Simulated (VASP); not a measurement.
TePt: single point with LDA

The system is TePt.

```
Te Pt
1.0
     4.30738    0.00000    0.00000
    -2.15369    3.73030    0.00000
     0.00000    0.00000    5.64708
Te Pt
2 2
Direct
  0.33333 0.66667 0.25000
  0.66667 0.33333 0.75000
  0.00000 0.00000 0.00000
  0.00000 0.00000 0.50000
```

```json
{
  "Program": "VASP 6.6.1",
  "Task": "single point",
  "Functional": "LDA",
  "Potentials or basis": "VASP PAW LDA potentials, release 64 (Te, Pt)",
  "Cutoff": "520 eV",
  "k mesh": "12 × 12 × 8",
  "Occupations": "gaussian, width 0.15 eV",
  "Spin": "no spin polarisation"
}
```

```
Pressure               : -9.1 GPa
Band gap on the k mesh : zero (bands 16 and 17 overlap by 1.34 eV)
```

Stress tensor (GPa, compression positive):
```
-8.87  0.00  0.00
 0.00 -8.87  0.00
 0.00  0.00 -9.48
```

Levels at points of the mesh, in eV from the Fermi level:
```tsv
k point	band 14	band 15	band 16	band 17	band 18	band 19
(0.00, 0.00, 0.00)	-1.51	0.21	0.58	1.20	1.85	2.03
(0.50, 0.00, 0.00)	-1.85	-1.70	-1.61	1.29	2.33	3.49
(0.00, 0.00, 0.50)	-2.46	0.92	0.92	0.92	0.92	3.69
(0.50, 0.00, 0.50)	-2.65	-0.34	-0.34	0.34	0.34	2.51
```

Wall time 3.3 min on 1 thread of Intel Xeon 8259CL, on a shared host, peak memory 0.3 GiB.

Caveat: the cell stands under tension; spin-orbit coupling is left out, which moves the levels of the heavy elements.
